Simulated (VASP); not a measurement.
# LiF (Fm-3m) in VASP: settings compared, part 2 of 2

VASP 6.6.1. The steps go on from the part before.

### Step 3. Single point, PBE

File INCAR:

```
SYSTEM = LiF
PREC = Accurate
ENCUT = 520
EDIFF = 1E-6
ISMEAR = 0
SIGMA = 0.01
LREAL = .False.
LASPH = .True.
NELM = 80
ALGO = Normal
ISIF = 2
LWAVE = .False.
LCHARG = .True.
GGA = PE
LELF = .True.
LVHAR = .True.
NBANDS = 12
```

File KPOINTS:

```
Automatic mesh
0
Gamma
  6 6 6
  0 0 0
```

File POSCAR:

```
LiF
1.0
    0.0000000000      1.9951010462      1.9951010462
    1.9951010462      0.0000000000      1.9951010462
    1.9951010462      1.9951010462      0.0000000000
Li F
1 1
Direct
    0.0000000000      0.0000000000      0.0000000000
    0.5000000000      0.5000000000      0.5000000000
```

Potentials or basis: VASP PAW PBE potentials, release 64 (Li_sv, F).

Started as:

```
$ cat potpaw_PBE.64/Li_sv/POTCAR potpaw_PBE.64/F/POTCAR > POTCAR
$ mpirun -np 1 vasp_std > vasp.out
```

OUTCAR:

```text
SYSTEM = LiF
   PREC = Accurate
   ENCUT = 520
   EDIFF = 1E-6
   ISMEAR = 0
   LREAL = .False.
   LASPH = .True.
   NELM = 80
   ISIF = 2
   GGA = PE

 ion  position               nearest neighbor table
   1  0.000  0.000  0.000-   2 2.00   2 2.00   2 2.00   2 2.00   2 2.00   2 2.00
   2  0.500  0.500  0.500-   1 2.00   1 2.00   1 2.00   1 2.00   1 2.00   1 2.00

  LATTYP: Found a face centered cubic cell.
 ALAT       =     3.9902020924

  Lattice vectors:

 A1 = (   0.0000000000,   1.9951010462,   1.9951010462)
 A2 = (   1.9951010462,   0.0000000000,   1.9951010462)
 A3 = (   1.9951010462,   1.9951010462,   0.0000000000)

Analysis of symmetry for initial positions (statically):
=====================================================================
 Subroutine PRICEL returns:
 Original cell was already a primitive cell.

 Routine SETGRP: Setting up the symmetry group for a
 face centered cubic supercell.

 Subroutine GETGRP returns: Found 48 space group operations
 (whereof 48 operations were pure point group operations)
 out of a pool of 48 trial point group operations.

The static configuration has the point symmetry O_h .

Analysis of symmetry for dynamics (positions and initial velocities):
=====================================================================
 Subroutine PRICEL returns:
 Original cell was already a primitive cell.

 Routine SETGRP: Setting up the symmetry group for a
 face centered cubic supercell.

 Subroutine GETGRP returns: Found 48 space group operations
 (whereof 48 operations were pure point group operations)
 out of a pool of 48 trial point group operations.

The dynamic configuration has the point symmetry O_h .

 Subroutine INISYM returns: Found 48 space group operations
 (whereof 48 operations are pure point group operations),
 and found     1 'primitive' translations

----------------------------------------------------------------------------------------

                                     Primitive cell

  volume of cell :      15.8827

  direct lattice vectors                    reciprocal lattice vectors
     0.000000000  1.995101046  1.995101046    -0.250613873  0.250613873  0.250613873
     1.995101046  0.000000000  1.995101046     0.250613873 -0.250613873  0.250613873
     1.995101046  1.995101046  0.000000000     0.250613873  0.250613873 -0.250613873

  length of vectors
     2.821498958  2.821498958  2.821498958     0.434075961  0.434075961  0.434075961

  position of ions in fractional coordinates (direct lattice)
     0.000000000  0.000000000  0.000000000
     0.500000000  0.500000000  0.500000000

  ion indices of the primitive-cell ions
   primitive index   ion index
                 1           1
                 2           2

----------------------------------------------------------------------------------------

 KPOINTS: Automatic mesh

Automatic generation of k-mesh.
 Grid dimensions read from file:
 generate k-points for:    6    6    6

 Generating k-lattice:

  Cartesian coordinates                     Fractional coordinates (reciprocal lattice)
    -0.041768979  0.041768979  0.041768979     0.166666667  0.000000000  0.000000000
     0.041768979 -0.041768979  0.041768979     0.000000000  0.166666667  0.000000000
     0.041768979  0.041768979 -0.041768979     0.000000000  0.000000000  0.166666667

  Length of vectors
     0.072345993  0.072345993  0.072345993

[... 28 lines left out ...]
   total plane-waves  NPLWV =  13824
   dimension x,y,z NGX =    24 NGY =   24 NGZ =   24
   dimension x,y,z NGXF=    48 NGYF=   48 NGZF=   48
   ions per type =               1   1
   NGX,Y,Z   is equivalent  to a cutoff of  14.14, 14.14, 14.14 a.u.
   NGXF,Y,Z  is equivalent  to a cutoff of  28.28, 28.28, 28.28 a.u.
 SYSTEM =  LiF
   PREC   = accura    normal or accurate (medium, high low for compatibility)
   ISTART =      0    job   : 0-new  1-cont  2-samecut
   ICHARG =      2    charge: 1-file 2-atom 10-const
   ISPIN  =      1    spin polarized calculation?
   LNONCOLLINEAR =      F non collinear calculations
   LSORBIT =      F    spin-orbit coupling
   LASPH  =      T    aspherical Exc in radial PAW
   ENCUT  =  520.0 eV  38.22 Ry    6.18 a.u.   5.25  5.25  5.25*2*pi/ulx,y,z
   NELM   =     80;   NELMIN=  2; NELMDL= -5     # of ELM steps
   EDIFF  = 0.1E-05   stopping-criterion for ELM
   LREAL  =      F    real-space projection
   EDIFFG = 0.1E-04   stopping-criterion for IOM
   NSW    =      0    number of steps for IOM
   IBRION =     -1    ionic relax: 0-MD 1-quasi-New 2-CG
   NFREE  =      0    steps in history (QN), initial steepest desc. (CG)
   ISIF   =      2    stress and relaxation
   ISYM   =      2    0-nonsym 1-usesym 2-fastsym
   POTIM  = 0.5000    time-step for ionic-motion
   TEBEG  =    0.0;   TEEND  =   0.0 temperature during run
   PSTRESS=    0.0 pullay stress
   NELECT =      10.0000    total number of electrons
   NUPDOWN=      -1.0000    fix difference up-down
   EMIN   =  10.00;   EMAX   =-10.00  energy-range for DOS
   EFERMI =   0.00;   METHOD = LEGACY
   ISMEAR =     0;   SIGMA  =   0.01  broadening in eV -4-tet -1-fermi 0-gaus
   EFERMI_NEDOS =   21; number of points for ismear=-14 and -15
   IALGO  =     38    algorithm
   IMIX   =      4    mixing-type and parameters
     AMIX     =   0.40;   BMIX     =  1.00
     AMIX_MAG =   1.60;   BMIX_MAG =  1.00
  volume/ion in A,a.u.               =       7.94        53.59
  Fermi-wavevector in a.u.,A,eV,Ry     =   1.403137  2.651544 26.787044  1.968792
  Thomas-Fermi vector in A             =   2.525829
   LORBIT       =      0    0 simple, 1 ext, 2 COOP (PROOUT), +10 PAW based schemes
   GGA     = PE    functional components
   LHFCALC =     F    Hartree Fock is set to
   AEXX    =    0.0000 exact exchange contribution
   IVDW    =     0    specifies the selected vdW correction
   LEPSILON=     F    determine dielectric tensor
   LRPA    =     F    only Hartree local field effects (RPA)
 non-spin polarized calculation
 Gauss-broadening in eV      SIGMA  =   0.01
  energy-cutoff  :      520.00
  volume of cell :       15.88
 maximum number of plane-waves:       444
 NGX is ok and might be reduce to    24
   NGX = 11   NGY = 11   NGZ = 11

 number of electron      10.0000000 magnetization

 number of electron       9.9999997 magnetization

 Free energy of the ion-electron system (eV)
  ---------------------------------------------------
  ext. energy  EPLUGINS =         0.00000000
  ---------------------------------------------------
  free energy    TOTEN  =        -9.62839535 eV

  energy without entropy =       -9.62839535  energy(sigma->0) =       -9.62839535

 E-fermi :  -0.6556     XC(G=0): -10.1211

 val. band max:       -0.8441639634   @ k =   0.0000   0.0000   0.0000
 cond. band min:       8.5045830355   @ k =   0.0000   0.0000   0.0000
 fundamental gap:      9.3487469989
 Fermi energy:        -0.6555992670

 k-point     1 :       0.0000    0.0000    0.0000
  band No.  band energies     occupation
      1     -41.7032      2.00000
      2     -20.8969      2.00000
      3      -0.8442      2.00000
      4      -0.8442      2.00000
      5      -0.8442      2.00000
      6       8.5046      0.00000
      7      23.5000      0.00000
      8      23.5000      0.00000
      9      23.5000      0.00000
     10      23.7601      0.00000
     11      23.7601      0.00000
     12      23.7601      0.00000
[... 211 lines left out ...]
 k-point    16 :      -0.3333    0.5000    0.1667
  band No.  band energies     occupation
      1     -41.6195      2.00000
      2     -20.1774      2.00000
      3      -3.5072      2.00000
      4      -2.4700      2.00000
      5      -1.7222      2.00000
      6      14.2871      0.00000
      7      14.7890      0.00000
      8      16.8944      0.00000
      9      18.9979      0.00000
     10      23.4484      0.00000
     11      31.2186      0.00000
     12      33.6563      0.00000

------------------------ aborting loop because EDIFF is reached ----------------------------------------

  FORCE on cell =-STRESS in cart. coord.  units (eV):
  Direction    XX          YY          ZZ          XY          YZ          ZX
  --------------------------------------------------------------------------------------
  -------------------------------------------------------------------------------------
  Total        0.3906376      0.3906376      0.3906376      0.0000000     -0.0000000      0.0000000
  in kB       39.4057828     39.4057828     39.4057828      0.0000000     -0.0000000      0.0000000
  external PRESSURE =      39.4057828 kB  Pullay stress =       0.0000000 kB

 VOLUME and BASIS-vectors are now :
 -----------------------------------------------------------------------------
  energy-cutoff  :      520.00
  volume of cell :       15.88
      direct lattice vectors                 reciprocal lattice vectors
     0.000000000  1.995101046  1.995101046    -0.250613873  0.250613873  0.250613873
     1.995101046  0.000000000  1.995101046     0.250613873 -0.250613873  0.250613873
     1.995101046  1.995101046  0.000000000     0.250613873  0.250613873 -0.250613873

 POSITION                                       TOTAL-FORCE (eV/Angst)
 -----------------------------------------------------------------------------------
      0.00000      0.00000      0.00000        -0.000000     -0.000000      0.000000
      1.99510      1.99510      1.99510         0.000000      0.000000     -0.000000
 -----------------------------------------------------------------------------------
    total drift:                               -0.000000     -0.000000      0.000000

  FREE ENERGIE OF THE ION-ELECTRON SYSTEM (eV)
  ---------------------------------------------------
  free  energy   TOTEN  =        -9.6283953469 eV

  energy  without entropy=       -9.6283953469  energy(sigma->0) =       -9.62839535
```

OSZICAR:

```text
N       E                     dE             d eps       ncg     rms          rms(c)
DAV:   1     0.338200308031E+02    0.33820E+02   -0.52655E+03   408   0.834E+02
DAV:   2    -0.886187046979E+01   -0.42682E+02   -0.41701E+02   480   0.195E+02
DAV:   3    -0.101261962035E+02   -0.12643E+01   -0.12618E+01   516   0.284E+01
DAV:   4    -0.101387778131E+02   -0.12582E-01   -0.12581E-01   432   0.311E+00
DAV:   5    -0.101389769347E+02   -0.19912E-03   -0.19912E-03   544   0.244E-01    0.454E+00
DAV:   6    -0.961730354406E+01    0.52167E+00   -0.24579E+00   420   0.980E+00    0.137E+00
DAV:   7    -0.962161612983E+01   -0.43126E-02   -0.18894E-02   508   0.121E+00    0.854E-01
DAV:   8    -0.962829298543E+01   -0.66769E-02   -0.14582E-02   472   0.125E+00    0.107E-01
DAV:   9    -0.962831829948E+01   -0.25314E-04   -0.86625E-04   440   0.268E-01    0.421E-02
DAV:  10    -0.962839203999E+01   -0.73741E-04   -0.12561E-04   428   0.874E-02    0.136E-02
DAV:  11    -0.962839443105E+01   -0.23911E-05   -0.47362E-06   476   0.209E-02    0.231E-03
DAV:  12    -0.962839534691E+01   -0.91586E-06   -0.47457E-07   416   0.578E-03
   1 F= -.96283953E+01 E0= -.96283953E+01  d E =-.297019-158
```

stdout:

```text
POSCAR found type information on POSCAR LiF
 POSCAR found :  2 types and       2 ions
 scaLAPACK will be used
 LDA part: xc-table for (Slater+PW92), standard interpolation
 POSCAR, INCAR and KPOINTS ok, starting setup
 FFT: planning ... GRIDC
 FFT: planning ... GRID_SOFT
 FFT: planning ... GRID
 WAVECAR not read
 entering main loop
```

It took 3.8 s on 1 thread of Intel Xeon Platinum 8375C at 2.90GHz (Ice Lake), shared host; peak memory 0.13 GiB.

What came out:

```
Free energy            : -9.6284 eV
Band gap on the k mesh : 9.35 eV, direct
```

Levels at points of the mesh, in eV from the valence-band top:
| k point | band 3 | band 4 | band 5 | band 6 | band 7 | band 8 |
| --- | --- | --- | --- | --- | --- | --- |
| (0.00, 0.00, 0.00) | 0.00 | 0.00 | 0.00 | 9.35 | 24.34 | 24.34 |
| (0.50, 0.00, 0.00) | -2.60 | -0.24 | -0.24 | 10.92 | 17.08 | 19.12 |
| (0.50, 0.50, 0.00) | -3.13 | -1.04 | -1.04 | 15.08 | 16.61 | 17.80 |

Caveat: the k points lie up to 0.45 Å⁻¹ apart; the cutoff is under 1.25 times the usual one of these potentials, so pressure, stress and relaxed cells hold a basis-set (Pulay) error.

### Step 4. Single point, LDA

This run uses another cell than the first one, of 7.47 Å³/atom, 0.940 times its volume.

File INCAR:

```
ALGO = Normal ; EDIFF = 1E-6
ENCUT = 520 ; ISIF = 2
ISMEAR = -1 ; LASPH = True
LCHARG = False ; LREAL = False
LWAVE = False ; NBANDS = 12
NELM = 100 ; PREC = Accurate
SIGMA = 0.02
```

File KPOINTS:

```
k-points
0
Gamma
  10 10 10
```

File POSCAR:

```
LiF
1.0
    0.0000000000      1.9546368597      1.9546368597
    1.9546368597      0.0000000000      1.9546368597
    1.9546368597      1.9546368597      0.0000000000
Li F
1 1
Direct
    0.0000000000      0.0000000000      0.0000000000
    0.5000000000      0.5000000000      0.5000000000
```

Potentials or basis: VASP PAW LDA potentials, release 64 (Li_sv, F).

Started as:

```
$ cat potpaw_LDA.64/Li_sv/POTCAR potpaw_LDA.64/F/POTCAR > POTCAR
$ mpirun -np 1 vasp_std > vasp.out
```

OUTCAR:

```text
EDIFF = 1E-6
   ENCUT = 520
   ISIF = 2
   ISMEAR = -1
   LASPH = True
   LREAL = False
   NELM = 100
   PREC = Accurate

 ion  position               nearest neighbor table
   1  0.000  0.000  0.000-   2 1.95   2 1.95   2 1.95   2 1.95   2 1.95   2 1.95
   2  0.500  0.500  0.500-   1 1.95   1 1.95   1 1.95   1 1.95   1 1.95   1 1.95

  LATTYP: Found a face centered cubic cell.
 ALAT       =     3.9092737194

  Lattice vectors:

 A1 = (   0.0000000000,   1.9546368597,   1.9546368597)
 A2 = (   1.9546368597,   0.0000000000,   1.9546368597)
 A3 = (   1.9546368597,   1.9546368597,   0.0000000000)

Analysis of symmetry for initial positions (statically):
=====================================================================
 Subroutine PRICEL returns:
 Original cell was already a primitive cell.

 Routine SETGRP: Setting up the symmetry group for a
 face centered cubic supercell.

 Subroutine GETGRP returns: Found 48 space group operations
[... 9 lines left out ...]

 Routine SETGRP: Setting up the symmetry group for a
 face centered cubic supercell.

 Subroutine GETGRP returns: Found 48 space group operations
[... 11 lines left out ...]
                                     Primitive cell

  volume of cell :      14.9358

  direct lattice vectors                    reciprocal lattice vectors
     0.000000000  1.954636860  1.954636860    -0.255801991  0.255801991  0.255801991
     1.954636860  0.000000000  1.954636860     0.255801991 -0.255801991  0.255801991
     1.954636860  1.954636860  0.000000000     0.255801991  0.255801991 -0.255801991

  length of vectors
     2.764273957  2.764273957  2.764273957     0.443062045  0.443062045  0.443062045

  position of ions in fractional coordinates (direct lattice)
     0.000000000  0.000000000  0.000000000
     0.500000000  0.500000000  0.500000000

  ion indices of the primitive-cell ions
   primitive index   ion index
                 1           1
                 2           2

----------------------------------------------------------------------------------------

 KPOINTS: k-points

Automatic generation of k-mesh.
 Grid dimensions read from file:
 generate k-points for:   10   10   10
[... 88 lines left out ...]
   LORBIT       =      0    0 simple, 1 ext, 2 COOP (PROOUT), +10 PAW based schemes
   GGA     = CA    functional components
   LHFCALC =     F    Hartree Fock is set to
   AEXX    =    0.0000 exact exchange contribution
   IVDW    =     0    specifies the selected vdW correction
   LEPSILON=     F    determine dielectric tensor
   LRPA    =     F    only Hartree local field effects (RPA)
 non-spin polarized calculation
  energy-cutoff  :      520.00
  volume of cell :       14.94
 maximum number of plane-waves:       411
 NGX is ok and might be reduce to    24
   NGX = 11   NGY = 11   NGZ = 11

 number of electron      10.0000006 magnetization

 Free energy of the ion-electron system (eV)
  ---------------------------------------------------
  ext. energy  EPLUGINS =         0.00000000
  ---------------------------------------------------
  free energy    TOTEN  =       -10.50031441 eV

  energy without entropy =      -10.50031441  energy(sigma->0) =      -10.50031441

 E-fermi :  -0.0858     XC(G=0): -11.1250

 val. band max:       -0.7109091180   @ k =   0.0000   0.0000   0.0000
 cond. band min:       8.9759781080   @ k =   0.0000   0.0000   0.0000
 fundamental gap:      9.6868872261
 Fermi energy:        -0.0858266642

 k-point     1 :       0.0000    0.0000    0.0000
  band No.  band energies     occupation
      1     -40.3044      2.00000
      2     -20.5391      2.00000
      3      -0.7109      2.00000
      4      -0.7109      2.00000
      5      -0.7109      2.00000
      6       8.9760      0.00000
      7      23.9142      0.00000
      8      23.9142      0.00000
      9      23.9142      0.00000
     10      24.0797      0.00000
     11      24.0797      0.00000
     12      24.0797      0.00000
[... 331 lines left out ...]
 k-point    24 :       0.4000    0.3000    0.0000
  band No.  band energies     occupation
      1     -40.2012      2.00000
      2     -19.8879      2.00000
      3      -3.3993      2.00000
      4      -1.7405      2.00000
      5      -1.6089      2.00000
      6      12.8893      0.00000
      7      16.1793      0.00000
      8      18.4082      0.00000
      9      19.9624      0.00000
     10      21.0576      0.00000
     11      34.9920      0.00000
     12      35.4259      0.00000

 [... further k-points ...]
[... 5 lines left out ...]
  --------------------------------------------------------------------------------------
  -------------------------------------------------------------------------------------
  Total       -0.0232196     -0.0232196     -0.0232196      0.0000000      0.0000000      0.0000000
  in kB       -2.4907901     -2.4907901     -2.4907901      0.0000000      0.0000000      0.0000000
  external PRESSURE =      -2.4907901 kB  Pullay stress =       0.0000000 kB

 VOLUME and BASIS-vectors are now :
 -----------------------------------------------------------------------------
  energy-cutoff  :      520.00
  volume of cell :       14.94
      direct lattice vectors                 reciprocal lattice vectors
     0.000000000  1.954636860  1.954636860    -0.255801991  0.255801991  0.255801991
     1.954636860  0.000000000  1.954636860     0.255801991 -0.255801991  0.255801991
     1.954636860  1.954636860  0.000000000     0.255801991  0.255801991 -0.255801991

 POSITION                                       TOTAL-FORCE (eV/Angst)
 -----------------------------------------------------------------------------------
      0.00000      0.00000      0.00000         0.000000     -0.000000      0.000000
      1.95464      1.95464      1.95464        -0.000000      0.000000     -0.000000
 -----------------------------------------------------------------------------------
    total drift:                               -0.000000     -0.000000      0.000000

  FREE ENERGIE OF THE ION-ELECTRON SYSTEM (eV)
  ---------------------------------------------------
  free  energy   TOTEN  =       -10.5003144110 eV

  energy  without entropy=      -10.5003144110  energy(sigma->0) =      -10.50031441
```

OSZICAR:

```text
N       E                     dE             d eps       ncg     rms          rms(c)
DAV:   1     0.310054068999E+02    0.31005E+02   -0.56032E+03  1200   0.851E+02
DAV:   2    -0.999097362257E+01   -0.40996E+02   -0.40005E+02  1356   0.187E+02
DAV:   3    -0.109849064389E+02   -0.99393E+00   -0.99144E+00  1456   0.257E+01
DAV:   4    -0.109927877625E+02   -0.78813E-02   -0.78810E-02  1304   0.248E+00
DAV:   5    -0.109928579467E+02   -0.70184E-04   -0.70184E-04  1456   0.171E-01    0.424E+00
DAV:   6    -0.105155637331E+02    0.47729E+00   -0.21565E+00  1264   0.919E+00    0.129E+00
DAV:   7    -0.105053529384E+02    0.10211E-01   -0.15727E-02  1464   0.108E+00    0.778E-01
DAV:   8    -0.105003285058E+02    0.50244E-02   -0.82325E-03  1540   0.968E-01    0.948E-02
DAV:   9    -0.105003023266E+02    0.26179E-04   -0.69700E-04  1264   0.244E-01    0.365E-02
DAV:  10    -0.105003149485E+02   -0.12622E-04   -0.26225E-05  1308   0.383E-02    0.770E-03
DAV:  11    -0.105003144110E+02    0.53747E-06   -0.14636E-06  1152   0.131E-02
   1 F= -.10500314E+02 E0= -.10500314E+02  d E =-.695823E-15
```

Wall time 6.1 s (1 thread of Intel Xeon Platinum 8375C at 2.90GHz (Ice Lake), shared host); peak memory 0.12 GiB.

What came out:

* Free energy: -10.5003 eV
* Band gap on the k mesh: 9.69 eV, direct

Levels at points of the mesh, in eV from the valence-band top:
```csv
k point,band 1,band 2,band 3,band 4,band 5,band 6,band 7,band 8,band 9,band 10
"(0.00, 0.00, 0.00)",-39.59,-19.83,0.00,0.00,0.00,9.69,24.63,24.63,24.63,24.79
"(0.50, 0.00, 0.00)",-39.49,-19.31,-2.86,-0.26,-0.26,10.84,17.46,19.11,19.11,31.53
"(0.50, 0.50, 0.00)",-39.47,-18.95,-3.53,-1.18,-1.18,15.27,16.44,18.27,20.82,20.82
```

Caveat: the cutoff is under 1.25 times the usual one of these potentials, so pressure, stress and relaxed cells hold a basis-set (Pulay) error.
